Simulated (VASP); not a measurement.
Wanted: the native input for a VASP 6.6.1 run.

* Task: single point
* Functional: RPBE
* Potentials or basis: VASP PAW PBE potentials, release 64 (Ni, Mo_sv, Pd, Ir, W_sv)
* Cutoff: 520 eV
* k mesh: 8 × 8 × 2
* Occupations: fermi-dirac, width 0.05 eV
* Spin: collinear spin, ferromagnetic start
* Starting moments: [1.0, 1.0, 0.0, 0.6, 0.0] μB
* Dipole correction: no
* Further INCAR settings: ALGO = Normal; EDIFF = 1e-06; NBANDS = 40

The structure of NiMoIrPdW lies in POSCAR:

```
NiMoIrPdW
1.0
    2.7799273700      0.0000000000      0.0000000000
   -1.3899636850      2.4074877231      0.0000000000
    0.0000000000      0.0000000000     11.1184944967
Ni Mo Pd Ir W
1 1 1 1 1
Direct
    0.3333333333      0.6666666667      0.5960745541
    0.0000000000      0.0000000000      0.4096129578
    0.6666666667      0.3333333333      0.7961103581
    0.6666666667      0.3333333333      0.1998914385
    0.3333333333      0.6666666667      0.9983106915
```

These files were run (other wordings do the same):

INCAR

```
SYSTEM = NiMoIrPdW
PREC = Accurate
ENCUT = 520
EDIFF = 1E-6
ISMEAR = -1
SIGMA = 0.05
LREAL = .False.
LASPH = .True.
NELM = 150
ALGO = Normal
ISIF = 2
LWAVE = .False.
LCHARG = .False.
ISPIN = 2
MAGMOM = 1 1 0 0.6 0
LORBIT = 11
LMAXMIX = 4
GGA = RP
NBANDS = 40
```

KPOINTS

```
Automatic mesh
0
Gamma
  8 8 2
  0 0 0
```

Potentials or basis: VASP PAW PBE potentials, release 64 (Ni, Mo_sv, Pd, Ir, W_sv).

The run is started by

```sh
$ cat potpaw_PBE.64/Ni/POTCAR potpaw_PBE.64/Mo_sv/POTCAR potpaw_PBE.64/Pd/POTCAR potpaw_PBE.64/Ir/POTCAR potpaw_PBE.64/W_sv/POTCAR > POTCAR
$ mpirun -np 1 vasp_std > vasp.out
```

It gave:

```
Pressure                                              : 0.1 GPa
Largest force                                         : 0.023 eV/Å
Net moment                                            : 0.00 μB per cell
Valence electrons inside the program's atomic spheres : Ni 9.12; Mo 12.42; Pd 9.54; Ir 8.35; W 12.02
```

Caveat: the PAW data sets were made with another functional, which shifts forces and pressure a little.

Run time: 5.6 min on 1 thread of Intel(R) Xeon(R) Platinum 8375C CPU @ 2.90GHz (Ice Lake), on a shared host, peak memory 0.32 GiB.
